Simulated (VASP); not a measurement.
Runs of VASP 6.6.1 on MnS. The structure is that of space group F-43m (No. 216), or close to it. The cells are those of the table. 

```csv
task,level,U,cell,k mesh,cutoff (eV),smearing,grid for exact exchange (PRECFOCK),share of exact exchange,gap on the mesh (eV),pressure (GPa),moment (μB)
relaxation of cell and atoms,PBEsol+U,Mn d U = 6.0 eV,"relaxed from a = 3.498 Å, angles 60.0°, 2 atoms",9 × 9 × 9,600,fermi-dirac 0.05 eV,-,-,1.35,0.0,5.00
single point,PBEsol,-,"a = 3.567 Å, angles 60.0°, 2 atoms",9 × 9 × 9,520,fermi-dirac 0.05 eV,-,-,none,(c),0.34
single point,r2SCAN+U,Mn d U = 3.0 eV,"a = 3.498 Å, angles 60.0°, 2 atoms",8 × 8 × 8,520,methfessel-paxton 0.01 eV,-,-,none,(b),4.53
single point,HF,-,"a = 4.190 Å, angles 60.0°, 2 atoms",5 × 5 × 5,400,fermi-dirac 0.05 eV,Normal,1,8.59,-0.6,5.00
single point,PBE,-,"a = 3.522 Å, angles 60.0°, 2 atoms",9 × 9 × 9,520,fermi-dirac 0.05 eV,-,-,none,0.1,(a)
```

Alike in all rows: potentials or basis VASP PAW PBE potentials, release 64 (Mn_pv, S); spin collinear, ferromagnetic start.

Task: Estimate the missing entries.

Result: (a) 0.24; (b) 54.0; (c) -9.9.

Caveats: the PAW data sets were made with another functional, which shifts forces and pressure a little (at least some runs); a cell with one magnetic atom can't hold antiferromagnetic order, which such compounds often take (at least some runs); semilocal functionals often make such compounds metallic where correlation or magnetic order opens a gap, which also shifts bond lengths (at least some runs); the cell stands under tension (at least some runs); the cell stands under pressure (at least some runs).

A gap of «none» marks levels without a gap at the run's occupations.
